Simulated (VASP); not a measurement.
# ZnCd5SeS5 (an interface model) in VASP: single point with PBEsol

Aim: the single point of ZnCd5SeS5 (an interface model) with PBEsol.

Program: VASP 6.6.1. These are calculated values, not measurements. Logs are shortened: lines on timing, memory, paths and dates and some standing lists are left out, and cuts for length are marked.

## 1. The cell of the first run

The cell holds layers of an interface, 12 atoms: a = 4.119 Å, b = 4.119 Å, c = 17.306 Å, α = 90.00°, β = 90.00°, γ = 90.00°.

## 2. Single point, PBEsol

INCAR

```
SYSTEM = ZnCd5SeS5
PREC = Accurate ; ENCUT = 400
EDIFF = 1E-6 ; ISMEAR = -1
SIGMA = 0.05 ; LREAL = .FALSE.
LASPH = .TRUE. ; NELM = 120
ALGO = Normal ; ISIF = 2
LWAVE = .FALSE. ; LCHARG = .FALSE.
GGA = PS ; NBANDS = 66
GGA_COMPAT = .FALSE.
```

KPOINTS

```
Automatic mesh
0
G
  6 6 1
  0 0 0
```

POSCAR

```
ZnCd5SeS5
1.0
    2.9122460000      2.9122460000      0.0000000000
   -2.9122460000      2.9122460000      0.0000000000
    0.0000000000      0.0000000000     17.3062470000
Cd S Se Zn
5 5 1 1
Direct
    0.0000000000      0.0000000000      0.0000000000
    0.0000000000      0.0000000000      0.3365540000
    0.0000000000      0.0000000000      0.6731090000
    0.5000000000      0.5000000000      0.1682770000
    0.5000000000      0.5000000000      0.5048310000
    0.5000000000      0.0000000000      0.0841390000
    0.5000000000      0.0000000000      0.4206930000
    0.5000000000      0.0000000000      0.7572470000
    0.0000000000      0.5000000000      0.2524160000
    0.0000000000      0.5000000000      0.5889700000
    0.0000000000      0.5000000000      0.9206930000
    0.5000000000      0.5000000000      0.8413860000
```

Potentials or basis: VASP PAW PBE potentials, release 64 (Cd, S, Se, Zn).

Command:

```console
$ cat potpaw_PBE.64/Cd/POTCAR potpaw_PBE.64/S/POTCAR potpaw_PBE.64/Se/POTCAR potpaw_PBE.64/Zn/POTCAR > POTCAR
$ mpirun -np 1 vasp_std > vasp.out
```

OUTCAR:

```text
SYSTEM = ZnCd5SeS5
   PREC = Accurate
   ENCUT = 400
   EDIFF = 1E-6
   ISMEAR = -1
   LREAL = .FALSE.
   LASPH = .TRUE.
   NELM = 120
   ISIF = 2
   GGA = PS

 ion  position               nearest neighbor table
   1  0.000  0.000  0.000-  11 2.47  11 2.47   6 2.52   6 2.52
   2  0.000  0.000  0.337-   9 2.52   9 2.52   7 2.52   7 2.52
   3  0.000  0.000  0.673-   8 2.52   8 2.52  10 2.52  10 2.52
   4  0.500  0.500  0.168-   6 2.52   6 2.52   9 2.52   9 2.52
   5  0.500  0.500  0.505-   7 2.52   7 2.52  10 2.52  10 2.52
   6  0.500  0.000  0.084-   4 2.52   4 2.52   1 2.52   1 2.52
   7  0.500  0.000  0.421-   5 2.52   5 2.52   2 2.52   2 2.52
   8  0.500  0.000  0.757-   3 2.52   3 2.52  12 2.52  12 2.52
   9  0.000  0.500  0.252-   2 2.52   2 2.52   4 2.52   4 2.52
  10  0.000  0.500  0.589-   3 2.52   3 2.52   5 2.52   5 2.52
  11  0.000  0.500  0.921-   1 2.47  12 2.47   1 2.47  12 2.47
  12  0.500  0.500  0.841-  11 2.47  11 2.47   8 2.52   8 2.52

  LATTYP: Found a simple tetragonal cell.
 ALAT       =     4.1185377902
 C/A-ratio  =     4.2020367134

  Lattice vectors:

 A1 = (   2.9122460000,   2.9122460000,   0.0000000000)
 A2 = (  -2.9122460000,   2.9122460000,   0.0000000000)
 A3 = (   0.0000000000,   0.0000000000,  17.3062470000)

Analysis of symmetry for initial positions (statically):
=====================================================================
 Subroutine PRICEL returns:
 Original cell was already a primitive cell.

 Routine SETGRP: Setting up the symmetry group for a
 simple tetragonal supercell.

 Subroutine GETGRP returns: Found  4 space group operations
 (whereof  4 operations were pure point group operations)
 out of a pool of 16 trial point group operations.

The static configuration has the point symmetry C_2v.

Analysis of symmetry for dynamics (positions and initial velocities):
=====================================================================
 Subroutine PRICEL returns:
 Original cell was already a primitive cell.

 Routine SETGRP: Setting up the symmetry group for a
 simple tetragonal supercell.

 Subroutine GETGRP returns: Found  4 space group operations
 (whereof  4 operations were pure point group operations)
 out of a pool of 16 trial point group operations.

The dynamic configuration has the point symmetry C_2v.

 Subroutine INISYM returns: Found  4 space group operations
 (whereof  4 operations are pure point group operations),
 and found     1 'primitive' translations

----------------------------------------------------------------------------------------

                                     Primitive cell

  volume of cell :     293.5547

  direct lattice vectors                    reciprocal lattice vectors
     2.912246000  2.912246000  0.000000000     0.171688793  0.171688793  0.000000000
    -2.912246000  2.912246000  0.000000000    -0.171688793  0.171688793  0.000000000
     0.000000000  0.000000000 17.306247000     0.000000000  0.000000000  0.057782603

  length of vectors
     4.118537790  4.118537790 17.306247000     0.242804619  0.242804619  0.057782603

  position of ions in fractional coordinates (direct lattice)
     0.000000000  0.000000000  0.000000000
     0.000000000  0.000000000  0.336554000
     0.000000000  0.000000000  0.673109000
     0.500000000  0.500000000  0.168277000
     0.500000000  0.500000000  0.504831000
     0.500000000  0.000000000  0.084139000
     0.500000000  0.000000000  0.420693000
     0.500000000  0.000000000  0.757247000
     0.000000000  0.500000000  0.252416000
     0.000000000  0.500000000  0.588970000
     0.000000000  0.500000000  0.920693000
     0.500000000  0.500000000  0.841386000

  ion indices of the primitive-cell ions
   primitive index   ion index
                 1           1
                 2           2
                 3           3
                 4           4
                 5           5
                 6           6
                 7           7
                 8           8
                 9           9
                10          10
                11          11
                12          12

----------------------------------------------------------------------------------------

 KPOINTS: Automatic mesh

Automatic generation of k-mesh.
 Grid dimensions read from file:
 generate k-points for:    6    6    1

 Generating k-lattice:

  Cartesian coordinates                     Fractional coordinates (reciprocal lattice)
     0.028614799  0.028614799  0.000000000     0.166666667  0.000000000  0.000000000
    -0.028614799  0.028614799  0.000000000     0.000000000  0.166666667  0.000000000
     0.000000000  0.000000000  0.057782603     0.000000000  0.000000000  1.000000000

  Length of vectors
     0.040467437  0.040467437  0.057782603

  Shift w.r.t. Gamma in fractional coordinates (k-lattice)
     0.000000000  0.000000000  0.000000000

 Subroutine IBZKPT returns following result:
 ===========================================

 Found     16 irreducible k-points:

 Following reciprocal coordinates:
            Coordinates               Weight
  0.000000  0.000000  0.000000      1.000000
  0.166667  0.000000  0.000000      2.000000
  0.000000  0.166667  0.000000      2.000000
  0.333333  0.000000  0.000000      2.000000
  0.000000  0.333333  0.000000      2.000000
  0.500000  0.000000  0.000000      1.000000
[... 8 lines left out ...]
 -0.333333  0.500000  0.000000      2.000000
  0.500000  0.500000  0.000000      1.000000
   k-points           NKPTS =     16   k-points in BZ     NKDIM =     16   number of bands    NBANDS=     66
   number of dos      NEDOS =    301   number of ions     NIONS =     12
   total plane-waves  NPLWV =  94080
   dimension x,y,z NGX =    28 NGY =   28 NGZ =  120
   dimension x,y,z NGXF=    56 NGYF=   56 NGZF=  240
   ions per type =               5   5   1   1
   NGX,Y,Z   is equivalent  to a cutoff of  11.30, 11.30, 11.53 a.u.
   NGXF,Y,Z  is equivalent  to a cutoff of  22.60, 22.60, 23.05 a.u.
 SYSTEM =  ZnCd5SeS5
   PREC   = accura    normal or accurate (medium, high low for compatibility)
   ISTART =      0    job   : 0-new  1-cont  2-samecut
   ICHARG =      2    charge: 1-file 2-atom 10-const
   ISPIN  =      1    spin polarized calculation?
   LNONCOLLINEAR =      F non collinear calculations
   LSORBIT =      F    spin-orbit coupling
   LASPH  =      T    aspherical Exc in radial PAW
   ENCUT  =  400.0 eV  29.40 Ry    5.42 a.u.   6.72  6.72 28.22*2*pi/ulx,y,z
   NELM   =    120;   NELMIN=  2; NELMDL= -5     # of ELM steps
   EDIFF  = 0.1E-05   stopping-criterion for ELM
   LREAL  =      F    real-space projection
   EDIFFG = 0.1E-04   stopping-criterion for IOM
   NSW    =      0    number of steps for IOM
   IBRION =     -1    ionic relax: 0-MD 1-quasi-New 2-CG
   NFREE  =      0    steps in history (QN), initial steepest desc. (CG)
   ISIF   =      2    stress and relaxation
   ISYM   =      2    0-nonsym 1-usesym 2-fastsym
   POTIM  = 0.5000    time-step for ionic-motion
   TEBEG  =    0.0;   TEEND  =   0.0 temperature during run
   PSTRESS=    0.0 pullay stress
   NELECT =     108.0000    total number of electrons
   NUPDOWN=      -1.0000    fix difference up-down
   EMIN   =  10.00;   EMAX   =-10.00  energy-range for DOS
   EFERMI =   0.00;   METHOD = LEGACY
   ISMEAR =    -1;   SIGMA  =   0.05  broadening in eV -4-tet -1-fermi 0-gaus
   EFERMI_NEDOS =   21; number of points for ismear=-14 and -15
   IALGO  =     38    algorithm
   IMIX   =      4    mixing-type and parameters
     AMIX     =   0.40;   BMIX     =  1.00
     AMIX_MAG =   1.60;   BMIX_MAG =  1.00
  volume/ion in A,a.u.               =      24.46       165.08
  Fermi-wavevector in a.u.,A,eV,Ry     =   1.173059  2.216760 18.722524  1.376067
  Thomas-Fermi vector in A             =   2.309478
   LORBIT       =      0    0 simple, 1 ext, 2 COOP (PROOUT), +10 PAW based schemes
   GGA     = PS    functional components
   LHFCALC =     F    Hartree Fock is set to
   AEXX    =    0.0000 exact exchange contribution
   IVDW    =     0    specifies the selected vdW correction
   LEPSILON=     F    determine dielectric tensor
   LRPA    =     F    only Hartree local field effects (RPA)
 non-spin polarized calculation
  energy-cutoff  :      400.00
  volume of cell :      293.55
 maximum number of plane-waves:      5359
   NGX = 13   NGY = 13   NGZ = 57

 number of electron     107.9999972 magnetization

 Free energy of the ion-electron system (eV)
  ---------------------------------------------------
  ext. energy  EPLUGINS =         0.00000000
  ---------------------------------------------------
  free energy    TOTEN  =       -40.49706683 eV

  energy without entropy =      -40.49706173  energy(sigma->0) =      -40.49706428

 E-fermi :   1.8048     XC(G=0):  -9.4021

 val. band max:        1.2811061392   @ k =   0.0000   0.0000   0.0000
 cond. band min:       2.2754188808   @ k =   0.0000   0.0000   0.0000
 fundamental gap:      0.9943127417
 Fermi energy:         1.8048330036

 k-point     1 :       0.0000    0.0000    0.0000
  band No.  band energies     occupation
      1     -11.7196      2.00000
      2     -11.0849      2.00000
      3     -10.9761      2.00000
      4     -10.7771      2.00000
      5     -10.6572      2.00000
      6     -10.5182      2.00000
[... 58 lines left out ...]
     65       6.5506      0.00000
     66       7.5401      0.00000

 k-point     2 :       0.1667    0.0000    0.0000
  band No.  band energies     occupation
      1     -11.6496      2.00000
      2     -11.0180      2.00000
      3     -10.9207      2.00000
      4     -10.7524      2.00000
      5     -10.6425      2.00000
      6     -10.5121      2.00000
[... 955 lines left out ...]
     65       6.7513      0.00000
     66       6.7954      0.00000

 k-point    16 :       0.5000    0.5000    0.0000
  band No.  band energies     occupation
      1     -11.2341      2.00000
      2     -10.6100      2.00000
      3     -10.5697      2.00000
      4     -10.5578      2.00000
      5     -10.5464      2.00000
      6     -10.3180      2.00000
[... 58 lines left out ...]
     65       6.3089      0.00000
     66       6.5500      0.00000

------------------------ aborting loop because EDIFF is reached ----------------------------------------

  FORCE on cell =-STRESS in cart. coord.  units (eV):
  Direction    XX          YY          ZZ          XY          YZ          ZX
  --------------------------------------------------------------------------------------
  -------------------------------------------------------------------------------------
  Total       -0.0456812     -0.0456812      0.0840476     -0.9085290      0.0000000      0.0000000
  in kB       -0.2493211     -0.2493211      0.4587191     -4.9586145      0.0000000      0.0000000
  external PRESSURE =      -0.0133077 kB  Pullay stress =       0.0000000 kB

 VOLUME and BASIS-vectors are now :
 -----------------------------------------------------------------------------
  energy-cutoff  :      400.00
  volume of cell :      293.55
      direct lattice vectors                 reciprocal lattice vectors
     2.912246000  2.912246000  0.000000000     0.171688793  0.171688793  0.000000000
    -2.912246000  2.912246000  0.000000000    -0.171688793  0.171688793  0.000000000
     0.000000000  0.000000000 17.306247000     0.000000000  0.000000000  0.057782603

 POSITION                                       TOTAL-FORCE (eV/Angst)
 -----------------------------------------------------------------------------------
      0.00000      0.00000      0.00000         0.000000      0.000000      1.175448
      0.00000      0.00000      5.82449         0.000000      0.000000      0.006722
      0.00000      0.00000     11.64899         0.000000      0.000000      0.054096
      0.00000      2.91225      2.91224         0.000000      0.000000      0.021148
      0.00000      2.91225      8.73673        -0.000000     -0.000000      0.008065
      1.45612      1.45612      1.45613         0.000000      0.000000      0.124608
      1.45612      1.45612      7.28062         0.000000      0.000000     -0.007848
      1.45612      1.45612     13.10510         0.000000      0.000000      1.032668
     -1.45612      1.45612      4.36837         0.000000      0.000000     -0.006670
     -1.45612      1.45612     10.19286         0.000000      0.000000     -0.007491
     -1.45612      1.45612     15.93374         0.000000      0.000000     -1.581082
      0.00000      2.91225     14.56123         0.000000      0.000000     -0.819663
 -----------------------------------------------------------------------------------
    total drift:                               -0.000000      0.000000      0.001157

  FREE ENERGIE OF THE ION-ELECTRON SYSTEM (eV)
  ---------------------------------------------------
  free  energy   TOTEN  =       -40.4970668339 eV

  energy  without entropy=      -40.4970617305  energy(sigma->0) =      -40.49706428
```

Run time: 7 min. Hardware: 1 thread of Oxide Virtual Turin-like, shared host; peak memory 0.37 GiB.

Results:

| Quantity | Value |
| --- | --- |
| Free energy | -40.4971 eV |
| Pressure | 0.0 GPa |
| Largest force | 1.581 eV/Å |
| Band gap on the k mesh | 0.99 eV |

Forces in eV/Å, atoms in the order of the input:
```
Cd   0.000  0.000  1.175
Cd   0.000  0.000  0.007
Cd   0.000  0.000  0.054
Cd   0.000  0.000  0.021
Cd   0.000  0.000  0.008
S    0.000  0.000  0.125
S    0.000  0.000 -0.008
S    0.000  0.000  1.033
S    0.000  0.000 -0.007
S    0.000  0.000 -0.007
Se   0.000  0.000 -1.581
Zn   0.000  0.000 -0.820
```

Stress tensor (GPa, compression positive):
```
-0.02 -0.50  0.00
-0.50 -0.02  0.00
 0.00  0.00  0.05
```

Levels at points of the mesh, in eV from the valence-band top:
```tsv
k point	band 50	band 51	band 52	band 53	band 54	band 55	band 56	band 57	band 58	band 59
(0.00, 0.00, 0.00)	-0.57	-0.55	-0.03	-0.01	0.00	0.99	2.64	2.81	3.21	3.59
(0.50, 0.00, 0.00)	-0.83	-0.82	-0.80	-0.78	-0.77	2.77	3.20	3.22	3.24	4.10
(0.00, 0.50, 0.00)	-0.88	-0.80	-0.79	-0.77	-0.75	2.75	3.18	3.20	3.23	4.05
(0.50, 0.50, 0.00)	-2.17	-1.98	-1.96	-1.94	-1.92	3.17	3.39	3.91	4.22	4.37
```

Caveat: the PAW data sets were made with another functional, which shifts forces and pressure a little.
